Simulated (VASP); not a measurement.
ZnS:

```
Zn S
1.0
     3.81200    0.00000    0.00000
    -1.90600    3.30129    0.00000
     0.00000    0.00000   18.68999
Zn S
6 6
Direct
  0.33333 0.66667 0.83333
  0.66667 0.33333 0.33333
  0.66667 0.33333 0.66667
  0.33333 0.66667 0.16667
  0.00000 0.00000 0.50000
  0.00000 0.00000 0.00000
  0.33333 0.66667 0.95833
  0.66667 0.33333 0.45833
  0.66667 0.33333 0.79167
  0.33333 0.66667 0.29167
  0.00000 0.00000 0.62500
  0.00000 0.00000 0.12500
```

Base run:

```yaml
Program: VASP 6.6.1
Functional: PBEsol
Potentials_or_basis: VASP PAW PBE potentials, release 64 (Zn, S)
Cutoff: 520 eV
k_mesh: 8 × 8 × 2
Occupations: fermi-dirac, width 0.05 eV
Spin: no spin polarisation
```

Its results: band gap on the k mesh 2.03 eV; pressure -1.3 GPa; largest force 0.028 eV/Å.

Question: The run is repeated on the same cell with these changes: functional from PBEsol to revPBE; further incar settings from ALGO = Normal; EDIFF = 1e-06; NBANDS = 66 to ALGO = Normal; EDIFF = 1e-07; NBANDS = 66. What comes out?

Answer: Band gap on the k mesh 2.29 eV; pressure 4.2 GPa; largest force 0.030 eV/Å.

Caveats: the PAW data sets were made with another functional, which shifts forces and pressure a little; the cell stands under pressure (at least some runs).

A k mesh can miss the band edges.
